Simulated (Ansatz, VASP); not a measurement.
**Two plane-wave programs on Pt**

```
Pt
1.0
     2.68775    0.00000    0.00000
     0.00000    2.68775    0.00000
     0.00000    0.00000    2.68775
Pt
1
Direct
  0.00000 0.00000 0.00000
```

Alike in both runs: task single point; functional PBEsol; k mesh 14 × 14 × 14; occupations fermi-dirac, width 0.1 eV; no spin polarisation.

|  | VASP | Ansatz |
| --- | --- | --- |
| version | VASP 6.6.1 | Ansatz 0.2.0 |
| potentials or method | VASP PAW PBE potentials, release 64 (Pt), cutoff 520 eV | plane waves (420 eV) with PAW, scalar-relativistic |
| valence electrons in the cell | 10 | 18 |

VASP gave:

- pressure (GPa): -18.2

Q: What did Ansatz give for the same quantities?

A: Pressure (GPa): -18.0.

VASP's potentials were made for PBE, not for PBEsol, and Ansatz warns of the same on its side. VASP's potentials hold 10 valence electrons a cell and Ansatz's 18, so a difference there can come from the potentials and not from the codes.

Spin-orbit coupling is off throughout.
